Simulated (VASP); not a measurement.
Wanted: the native input for a VASP 6.6.1 run.

- Task: single point
- Functional: r2SCAN
- Potentials or basis: VASP PAW PBE potentials, release 64 (Cd, S)
- Cutoff: 520 eV
- k mesh: 8 × 8 × 8
- Occupations: gaussian, width 0.01 eV
- Spin: no spin polarisation
- Dipole correction: no
- Further INCAR settings: ALGO = Normal; EDIFF = 1e-07; NBANDS = 16

CdS:

```
Cd S
1.0
     0.00000    2.72678    2.72678
     2.79658    0.00000    2.72678
     2.79658    2.72678    0.00000
Cd S
1 1
Cartesian
  0.0000 0.0000 0.0000
  2.7966 2.7268 2.7268
```

This cell differs from its parent crystal: uniaxial x strain +2.6%.

These files were run (other wordings do the same):

POSCAR

```
CdS
1.0
    0.0000000000      2.7267765442      2.7267765442
    2.7965820237      0.0000000000      2.7267765442
    2.7965820237      2.7267765442      0.0000000000
Cd S
1 1
Direct
    0.0000000000      0.0000000000      0.0000000000
    0.5000000000      0.5000000000      0.5000000000
```

INCAR.step1

```
PREC     = Accurate       # precision mode
ENCUT    = 520            # plane-wave cutoff, eV
ISMEAR   = 0              # smearing method
SIGMA    = 0.01           # smearing width, eV
LREAL    = False          # projectors in reciprocal space
LASPH    = True           # aspherical terms in the spheres
NELM     = 100            # most SCF steps
NBANDS   = 16             # bands
GGA      = PE             # functional
ALGO     = Normal         # electronic algorithm
EDIFF    = 1E-4           # SCF threshold, eV
LWAVE    = True           # write WAVECAR
LCHARG   = False          # write CHGCAR
```

INCAR.step2

```
PREC     = Accurate       # precision mode
ENCUT    = 520            # plane-wave cutoff, eV
EDIFF    = 1E-7           # SCF threshold, eV
ISMEAR   = 0              # smearing method
SIGMA    = 0.01           # smearing width, eV
LREAL    = False          # projectors in reciprocal space
LASPH    = True           # aspherical terms in the spheres
NELM     = 100            # most SCF steps
ALGO     = Normal         # electronic algorithm
ISIF     = 2              # what is computed and relaxed
LWAVE    = False          # write WAVECAR
LCHARG   = False          # write CHGCAR
METAGGA  = R2SCAN         # meta-GGA
LMIXTAU  = True         
NBANDS   = 16             # bands
ISTART   = 1
```

KPOINTS

```
regular mesh
0
Gamma
  8 8 8
```

Potentials or basis: VASP PAW PBE potentials, release 64 (Cd, S).

Launch:

```sh
$ cat potpaw_PBE.64/Cd/POTCAR potpaw_PBE.64/S/POTCAR > POTCAR
$ cp INCAR.step1 INCAR
$ mpirun -np 1 vasp_std > vasp.out
$ cp INCAR.step2 INCAR
$ mpirun -np 1 vasp_std > vasp.out
```

It gave:

| Quantity | Value |
| --- | --- |
| Pressure | -1.4 GPa |
| Band gap on the k mesh | 0.63 eV (least direct gap 2.09 eV) |

Caveat: the cell differs from its parent crystal (uniaxial x strain +2.6%); the PAW data sets were made with another functional, which shifts forces and pressure a little.

Run time: 2.6 min on 1 thread of AMD EPYC 7R13 Processor (Zen 3), on a shared host, peak memory 0.17 GiB.
